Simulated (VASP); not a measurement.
Pd, 1 atom in the cell. It takes space group Fm-3m (No. 225, cubic). The conventional cell has a = 3.951 Å, b = 3.951 Å, c = 3.951 Å, α = 90.00°, β = 90.00°, γ = 90.00°. Pd (site symmetry m-3m) has 12 Pd at 2.79 Å within 3.7 Å. 

```yaml
Program: VASP 6.6.1
Task: single point
Functional: PBE
Potentials_or_basis: VASP PAW PBE potentials, release 64 (Pd)
Cutoff: 520 eV
k_mesh: 14 × 14 × 14
Occupations: fermi-dirac, width 0.136057 eV
Spin: no spin polarisation
Dipole_correction: no
Further_INCAR_settings: ALGO = Normal; EDIFF = 1e-06; NBANDS = 11
```

Potentials or basis: VASP PAW PBE potentials, release 64 (Pd).

Run with:

```bash
$ cat potpaw_PBE.64/Pd/POTCAR > POTCAR
$ mpirun -np 1 vasp_std > vasp.out
```

Hardware: 1 thread of Intel(R) Xeon(R) Platinum 8488C (Sapphire Rapids), on a shared host.

Problem. How long does it take, and how much memory?

Solution. It took 22 s on 1 thread of Intel(R) Xeon(R) Platinum 8488C (Sapphire Rapids) (shared host), peak memory 0.14 GiB. Counts: scf iterations 11, k points 104.
